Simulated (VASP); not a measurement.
A run of VASP 6.6.1:

File INCAR:

```
SYSTEM = Cu16HF
  ALGO = Normal
  DIPOL = 0.5 0.5 0.481
  EDIFF = 1E-6
  ENCUT = 520
  GGA = PE
  IDIPOL = 3
  ISIF = 2
  ISMEAR = 0
  IVDW = 12
  LASPH = .True.
  LCHARG = .False.
  LDIPOL = .True.
  LREAL = Auto
  LWAVE = .False.
  NBANDS = 107
  NELM = 100
  PREC = Accurate
  SIGMA = 0.1
```

KPOINTS

```
k-points
0
Gamma
  4 4 1
  0 0 0
```

The input POSCAR:

```
Cu16HF
1.0
    5.0393684366      0.0000000000      0.0000000000
    0.0000000000      5.0393684366      0.0000000000
    0.0000000000      0.0000000000     23.3450573916
Cu F H
16 1 1
Direct
    0.2500000000      0.2500000000      0.3426849575
    0.2500000000      0.7500000000      0.3426849575
    0.7500000000      0.2500000000      0.3426849575
    0.7500000000      0.7500000000      0.3426849575
    0.5000000000      0.5000000000      0.4190045727
    0.5000000000      0.0000000000      0.4190045727
    0.0000000000      0.5000000000      0.4190045727
    0.0000000000      0.0000000000      0.4190045727
    0.7506613610      0.7505266071      0.4971274870
    0.7508455971      0.2494352779      0.4967833045
    0.2494583980      0.7507113568      0.4967915156
    0.2491969817      0.2491783839      0.4970204984
   -0.0005285012     -0.0006230145      0.5737431563
   -0.0001832442      0.5009930462      0.5721531439
    0.5011316638     -0.0002654805      0.5720952006
    0.4989908731      0.4988041846      0.5723155214
    0.1335580581      0.1330006840      0.6803502502
    0.2407191396      0.2404571167      0.6560143398
```

Potentials or basis: VASP PAW PBE potentials, release 64 (Cu, F, H).

Launch:

```bash
$ cat potpaw_PBE.64/Cu/POTCAR potpaw_PBE.64/F/POTCAR potpaw_PBE.64/H/POTCAR > POTCAR
$ mpirun -np 1 vasp_std > vasp.out
```

Hardware: 1 thread of Intel(R) Xeon(R) 6975P-C (Granite Rapids), with other jobs on the host.

Question: Estimate the wall time of this run.

Answer: Run time: 23 min on 1 thread of Intel(R) Xeon(R) 6975P-C (Granite Rapids) (shared host), peak memory 0.84 GiB. Counts: scf iterations 34, k points 10.
